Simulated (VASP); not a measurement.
# CdF2 in VASP: a series of runs

CdF2 is run at these levels: PBE, r2SCAN; tasks: single point.

All numbers are computed with VASP 6.6.1; they aren't measurements. Logs are shortened: lines on timing, memory, paths and dates and some standing lists are left out, and cuts for length are marked.

### 1 The cell of the first run

The structure is tetragonal, space group I4/mmm (No. 139). The conventional cell has a = 3.810 Å, b = 3.810 Å, c = 5.664 Å, α = 90.00°, β = 90.00°, γ = 90.00°. Cd (site symmetry 4/mmm) has 8 F at 2.37 Å within 3.1 Å. F (site symmetry -4m2) has 4 Cd at 2.37 Å and 6 F at 2.69 to 2.83 Å within 3.1 Å.

### 2 Single point, PBE (uniaxial z strain +5.1%)

Contents of INCAR:

```
ALGO = Normal
EDIFF = 1E-6
ENCUT = 520
GGA = PE
ISIF = 2
ISMEAR = -1
LASPH = T
LCHARG = F
LREAL = F
LWAVE = F
NBANDS = 20
NELM = 100
PREC = Accurate
SIGMA = 0.02
```

Contents of KPOINTS:

```
k-points
0
Gamma
  8 8 8
```

Contents of POSCAR:

```
CdF2
1.0
    0.0000000000      2.6941776810      2.8321195783
    2.6941776810      0.0000000000      2.8321195783
    2.6941776810      2.6941776810      0.0000000000
Cd F
1 2
Direct
    0.0000000000      0.0000000000      0.0000000000
    0.2500000000      0.2500000000      0.2500000000
    0.7500000000      0.7500000000      0.7500000000
```

Potentials or basis: VASP PAW PBE potentials, release 64 (Cd, F).

Launch:

```bash
$ cat potpaw_PBE.64/Cd/POTCAR potpaw_PBE.64/F/POTCAR > POTCAR
$ mpirun -np 1 vasp_std > vasp.out
```

OUTCAR:

```text
EDIFF = 1E-6
   ENCUT = 520
   GGA = PE
   ISIF = 2
   ISMEAR = -1
   LASPH = T
   LREAL = F
   NELM = 100
   PREC = Accurate

 ion  position               nearest neighbor table
   1  0.000  0.000  0.000-   3 2.37   3 2.37   3 2.37   2 2.37   3 2.37   2 2.37   2 2.37   2 2.37

   2  0.250  0.250  0.250-   1 2.37   1 2.37   1 2.37   1 2.37
   3  0.750  0.750  0.750-   1 2.37   1 2.37   1 2.37   1 2.37

  LATTYP: Found a body centered tetragonal cell.
 ALAT       =     3.8101426159
 C/A-ratio  =     1.4866212968

  Lattice vectors:

 A1 = (  -2.6941776810,   0.0000000000,   2.8321195783)
 A2 = (   2.6941776810,   0.0000000000,   2.8321195783)
 A3 = (   0.0000000000,   2.6941776810,  -2.8321195783)

Analysis of symmetry for initial positions (statically):
=====================================================================
 Subroutine PRICEL returns:
 Original cell was already a primitive cell.

 Routine SETGRP: Setting up the symmetry group for a
 body centered tetragonal supercell.

 Subroutine GETGRP returns: Found 16 space group operations
 (whereof 16 operations were pure point group operations)
 out of a pool of 16 trial point group operations.

The static configuration has the point symmetry D_4h.

Analysis of symmetry for dynamics (positions and initial velocities):
=====================================================================
 Subroutine PRICEL returns:
 Original cell was already a primitive cell.

 Routine SETGRP: Setting up the symmetry group for a
 body centered tetragonal supercell.

 Subroutine GETGRP returns: Found 16 space group operations
 (whereof 16 operations were pure point group operations)
 out of a pool of 16 trial point group operations.

The dynamic configuration has the point symmetry D_4h.

 Subroutine INISYM returns: Found 16 space group operations
 (whereof 16 operations are pure point group operations),
 and found     1 'primitive' translations

----------------------------------------------------------------------------------------

                                     Primitive cell

  volume of cell :      41.1144

  direct lattice vectors                    reciprocal lattice vectors
     0.000000000  2.694177681  2.832119578    -0.185585384  0.185585384  0.176546218
     2.694177681  0.000000000  2.832119578     0.185585384 -0.185585384  0.176546218
     2.694177681  2.694177681  0.000000000     0.185585384  0.185585384 -0.176546218

  length of vectors
     3.908899421  3.908899421  3.810142616     0.316310665  0.316310665  0.316310665

  position of ions in fractional coordinates (direct lattice)
     0.000000000  0.000000000  0.000000000
     0.250000000  0.250000000  0.250000000
     0.750000000  0.750000000  0.750000000

  ion indices of the primitive-cell ions
   primitive index   ion index
                 1           1
                 2           2
                 3           3

----------------------------------------------------------------------------------------

 KPOINTS: k-points

Automatic generation of k-mesh.
 Grid dimensions read from file:
 generate k-points for:    8    8    8

 Generating k-lattice:

  Cartesian coordinates                     Fractional coordinates (reciprocal lattice)
    -0.023198173  0.023198173  0.022068277     0.125000000  0.000000000  0.000000000
     0.023198173 -0.023198173  0.022068277     0.000000000  0.125000000  0.000000000
     0.023198173  0.023198173 -0.022068277     0.000000000  0.000000000  0.125000000

  Length of vectors
     0.039538833  0.039538833  0.039538833

  Shift w.r.t. Gamma in fractional coordinates (k-lattice)
     0.000000000  0.000000000  0.000000000

 Subroutine IBZKPT returns following result:
 ===========================================

 Found     59 irreducible k-points:

 Following reciprocal coordinates:
            Coordinates               Weight
  0.000000  0.000000  0.000000      1.000000
  0.125000  0.000000  0.000000      8.000000
  0.250000  0.000000  0.000000      8.000000
  0.375000 -0.000000  0.000000      8.000000
  0.500000  0.000000  0.000000      4.000000
  0.125000  0.125000  0.000000      2.000000
[... 16 lines left out ...]
  0.250000  0.000000  0.125000     16.000000
  0.375000 -0.000000  0.125000     16.000000
 [... further k-points ...]
   k-points           NKPTS =     59   k-points in BZ     NKDIM =     59   number of bands    NBANDS=     20
   number of dos      NEDOS =    301   number of ions     NIONS =      3
   total plane-waves  NPLWV =  25200
   dimension x,y,z NGX =    30 NGY =   30 NGZ =   28
   dimension x,y,z NGXF=    60 NGYF=   60 NGZF=   56
   ions per type =               1   2
   NGX,Y,Z   is equivalent  to a cutoff of  12.76, 12.76, 12.22 a.u.
   NGXF,Y,Z  is equivalent  to a cutoff of  25.52, 25.52, 24.43 a.u.
 SYSTEM =  unknown system
   PREC   = accura    normal or accurate (medium, high low for compatibility)
   ISTART =      0    job   : 0-new  1-cont  2-samecut
   ICHARG =      2    charge: 1-file 2-atom 10-const
   ISPIN  =      1    spin polarized calculation?
   LNONCOLLINEAR =      F non collinear calculations
   LSORBIT =      F    spin-orbit coupling
   LASPH  =      T    aspherical Exc in radial PAW
   ENCUT  =  520.0 eV  38.22 Ry    6.18 a.u.   7.27  7.27  7.08*2*pi/ulx,y,z
   NELM   =    100;   NELMIN=  2; NELMDL= -5     # of ELM steps
   EDIFF  = 0.1E-05   stopping-criterion for ELM
   LREAL  =      F    real-space projection
   EDIFFG = 0.1E-04   stopping-criterion for IOM
   NSW    =      0    number of steps for IOM
   IBRION =     -1    ionic relax: 0-MD 1-quasi-New 2-CG
   NFREE  =      0    steps in history (QN), initial steepest desc. (CG)
   ISIF   =      2    stress and relaxation
   ISYM   =      2    0-nonsym 1-usesym 2-fastsym
   POTIM  = 0.5000    time-step for ionic-motion
   TEBEG  =    0.0;   TEEND  =   0.0 temperature during run
   PSTRESS=    0.0 pullay stress
   NELECT =      26.0000    total number of electrons
   NUPDOWN=      -1.0000    fix difference up-down
   EMIN   =  10.00;   EMAX   =-10.00  energy-range for DOS
   EFERMI =   0.00;   METHOD = LEGACY
   ISMEAR =    -1;   SIGMA  =   0.02  broadening in eV -4-tet -1-fermi 0-gaus
   EFERMI_NEDOS =   21; number of points for ismear=-14 and -15
   IALGO  =     38    algorithm
   IMIX   =      4    mixing-type and parameters
     AMIX     =   0.40;   BMIX     =  1.00
     AMIX_MAG =   1.60;   BMIX_MAG =  1.00
  volume/ion in A,a.u.               =      13.70        92.48
  Fermi-wavevector in a.u.,A,eV,Ry     =   1.405189  2.655421 26.865449  1.974555
  Thomas-Fermi vector in A             =   2.527675
   LORBIT       =      0    0 simple, 1 ext, 2 COOP (PROOUT), +10 PAW based schemes
   GGA     = PE    functional components
   LHFCALC =     F    Hartree Fock is set to
   AEXX    =    0.0000 exact exchange contribution
   IVDW    =     0    specifies the selected vdW correction
   LEPSILON=     F    determine dielectric tensor
   LRPA    =     F    only Hartree local field effects (RPA)
 non-spin polarized calculation
  energy-cutoff  :      520.00
  volume of cell :       41.11
 maximum number of plane-waves:      1118
 NGX is ok and might be reduce to    30
   NGX = 15   NGY = 15   NGZ = 15

 number of electron      25.9999999 magnetization

 Free energy of the ion-electron system (eV)
  ---------------------------------------------------
  ext. energy  EPLUGINS =         0.00000000
  ---------------------------------------------------
  free energy    TOTEN  =       -10.88272792 eV

  energy without entropy =      -10.88272792  energy(sigma->0) =      -10.88272792

 E-fermi :  -1.1945     XC(G=0): -10.1439

 val. band max:       -1.6148031185   @ k =  -0.2500   0.2500   0.5000
 cond. band min:       1.1949885220   @ k =   0.0000   0.0000   0.0000
 fundamental gap:      2.8097916405
 Fermi energy:        -1.1944520534

 k-point     1 :       0.0000    0.0000    0.0000
  band No.  band energies     occupation
      1     -22.2072      2.00000
      2     -21.2248      2.00000
      3      -7.1784      2.00000
      4      -7.1432      2.00000
      5      -7.1431      2.00000
      6      -6.1734      2.00000
[... 12 lines left out ...]
     19      17.3416      0.00000
     20      18.4238      0.00000

 k-point     2 :       0.1250    0.0000    0.0000
  band No.  band energies     occupation
      1     -22.1632      2.00000
      2     -21.2633      2.00000
      3      -7.1199      2.00000
      4      -7.0901      2.00000
      5      -7.0095      2.00000
      6      -6.1847      2.00000
[... 12 lines left out ...]
     19      16.9640      0.00000
     20      17.9689      0.00000

 k-point     3 :       0.2500    0.0000    0.0000
  band No.  band energies     occupation
      1     -22.0435      2.00000
      2     -21.3691      2.00000
      3      -7.0095      2.00000
      4      -6.9675      2.00000
      5      -6.6311      2.00000
      6      -6.1892      2.00000
[... 12 lines left out ...]
     19      17.2140      0.00000
     20      17.3648      0.00000

 k-point     4 :       0.3750   -0.0000    0.0000
  band No.  band energies     occupation
      1     -21.8782      2.00000
      2     -21.5183      2.00000
      3      -6.9269      2.00000
      4      -6.8661      2.00000
      5      -6.1734      2.00000
      6      -6.1563      2.00000
[... 12 lines left out ...]
     19      16.6450      0.00000
     20      16.9500      0.00000

 k-point     5 :       0.5000    0.0000    0.0000
  band No.  band energies     occupation
      1     -21.7250      2.00000
      2     -21.6642      2.00000
      3      -6.9040      2.00000
      4      -6.8354      2.00000
      5      -6.1208      2.00000
      6      -6.0923      2.00000
[... 12 lines left out ...]
     19      16.4251      0.00000
     20      16.6357      0.00000
[... 353 lines left out ...]
      6      -6.0781      2.00000
[... 12 lines left out ...]
     19      16.9750      0.00000
     20      19.8151      0.00000

 k-point    22 :       0.1250    0.0000    0.1250
  band No.  band energies     occupation
      1     -22.1452      2.00000
      2     -21.2800      2.00000
      3      -7.0944      2.00000
      4      -7.0760      2.00000
      5      -6.9607      2.00000
      6      -6.2243      2.00000
[... 12 lines left out ...]
     19      17.4785      0.00000
     20      18.0227      0.00000

 k-point    23 :       0.2500    0.0000    0.1250
  band No.  band energies     occupation
      1     -22.0501      2.00000
      2     -21.3624      2.00000
      3      -6.9820      2.00000
      4      -6.9673      2.00000
      5      -6.6797      2.00000
      6      -6.2887      2.00000
[... 12 lines left out ...]
     19      17.5362      0.00000
     20      18.7790      0.00000

 k-point    24 :       0.3750   -0.0000    0.1250
  band No.  band energies     occupation
      1     -21.9036      2.00000
      2     -21.4914      2.00000
      3      -6.8786      2.00000
      4      -6.8435      2.00000
      5      -6.2923      2.00000
      6      -6.2722      2.00000
[... 12 lines left out ...]
     19      16.9862      0.00000
     20      18.8629      0.00000

 [... further k-points ...]

------------------------ aborting loop because EDIFF is reached ----------------------------------------

  FORCE on cell =-STRESS in cart. coord.  units (eV):
  Direction    XX          YY          ZZ          XY          YZ          ZX
  --------------------------------------------------------------------------------------
  -------------------------------------------------------------------------------------
  Total        0.6114043      0.6114043     -0.7210054      0.0000000      0.0000000     -0.0000000
  in kB       23.8256657     23.8256657    -28.0966830      0.0000000      0.0000000     -0.0000000
  external PRESSURE =       6.5182161 kB  Pullay stress =       0.0000000 kB

 VOLUME and BASIS-vectors are now :
 -----------------------------------------------------------------------------
  energy-cutoff  :      520.00
  volume of cell :       41.11
      direct lattice vectors                 reciprocal lattice vectors
     0.000000000  2.694177681  2.832119578    -0.185585384  0.185585384  0.176546218
     2.694177681  0.000000000  2.832119578     0.185585384 -0.185585384  0.176546218
     2.694177681  2.694177681  0.000000000     0.185585384  0.185585384 -0.176546218

 POSITION                                       TOTAL-FORCE (eV/Angst)
 -----------------------------------------------------------------------------------
      0.00000      0.00000      0.00000         0.000000     -0.000000      0.000000
      1.34709      1.34709      1.41606        -0.000000      0.000000      0.000000
      4.04127      4.04127      4.24818         0.000000      0.000000     -0.000000
 -----------------------------------------------------------------------------------
    total drift:                                0.000000     -0.000000      0.000000

  FREE ENERGIE OF THE ION-ELECTRON SYSTEM (eV)
  ---------------------------------------------------
  free  energy   TOTEN  =       -10.8827279167 eV

  energy  without entropy=      -10.8827279167  energy(sigma->0) =      -10.88272792
```

Wall time 32 s (1 thread of Intel Xeon Platinum 8488C (Sapphire Rapids), shared host); peak memory 0.18 GiB.

What came out:

```yaml
Free_energy: -10.8827 eV
Pressure: 0.7 GPa
Band_gap_on_the_k_mesh: 2.81 eV, indirect (least direct gap 3.34 eV)
```

Stress tensor (GPa, compression positive):
```
 2.38  0.00  0.00
 0.00  2.38  0.00
 0.00  0.00 -2.81
```

Levels at points of the mesh, in eV from the valence-band top:
```csv
k point,band 10,band 11,band 12,band 13,band 14,band 15,band 16,band 17
"(0.00, 0.00, 0.00)",-0.77,-0.66,-0.66,-0.53,2.81,12.36,12.36,12.51
"(0.50, 0.00, 0.00)",-1.76,-1.65,-0.50,-0.47,6.72,8.89,13.85,14.17
"(0.50, 0.50, 0.00)",-2.70,-0.62,-0.08,-0.08,7.54,9.41,11.80,13.91
"(0.50, 0.00, 0.50)",-2.71,-0.36,-0.23,-0.06,7.50,9.25,11.76,13.40
```

Caveat: the cell differs from its parent crystal (uniaxial z strain +5.1%). A k mesh can miss the band edges.

### 3 Single point, PBE (epitaxial 111 strain +0.5%)

Contents of INCAR:

```
  PREC = Accurate
  ENCUT = 520
  EDIFF = 1E-6
  ISMEAR = -1
  SIGMA = 0.02
  LREAL = False
  LASPH = True
  NELM = 100
  ALGO = Normal
  ISIF = 2
  LWAVE = False
  LCHARG = False
  GGA = PE
  NBANDS = 20
```

Contents of KPOINTS:

```
Automatic mesh
0
Gamma
  8 8 8
```

Contents of POSCAR:

```
CdF2
1.0
   -0.0188215442      2.6877493542      2.6877493542
    2.6877493542     -0.0188215442      2.6877493542
    2.6877493542      2.6877493542     -0.0188215442
Cd F
1 2
Direct
    0.0000000000      0.0000000000      0.0000000000
    0.2502885381      0.2502885381      0.2502885381
    0.7497114619      0.7497114619      0.7497114619
```

Potentials or basis: VASP PAW PBE potentials, release 64 (Cd, F).

Launch:

```bash
$ cat potpaw_PBE.64/Cd/POTCAR potpaw_PBE.64/F/POTCAR > POTCAR
$ mpirun -np 1 vasp_std > vasp.out
```

It took 27 s on 1 thread of Intel Xeon Platinum 8488C (Sapphire Rapids), shared host; peak memory 0.18 GiB.

Results (log left out):

```
Free energy            : -10.8643 eV
Pressure               : 5.8 GPa
Largest force          : 0.015 eV/Å
Band gap on the k mesh : 3.06 eV, indirect (least direct gap 3.53 eV)
```

Forces in eV/Å, atoms in the order of the input:
```
Cd   0.000  0.000  0.000
F    0.009  0.009  0.009
F   -0.009 -0.009 -0.009
```

Stress tensor (GPa, compression positive):
```
5.79 0.19 0.19
0.19 5.79 0.19
0.19 0.19 5.79
```

Levels at points of the mesh, in eV from the valence-band top:
```csv
k point,band 10,band 11,band 12,band 13,band 14,band 15,band 16,band 17
"(0.00, 0.00, 0.00)",-0.95,-0.52,-0.52,-0.48,3.06,12.62,12.62,12.82
"(0.50, 0.00, 0.00)",-1.82,-1.82,-0.40,-0.39,7.13,9.13,14.43,14.54
"(0.50, 0.50, 0.00)",-2.93,-0.49,-0.10,-0.08,7.97,9.63,11.92,14.19
"(0.50, 0.50, 0.50)",-1.83,-1.83,-0.42,-0.42,7.19,9.19,14.41,14.41
```

Caveat: the cell differs from its parent crystal (epitaxial 111 strain +0.5%).

(Continued in part 2 of 2.)
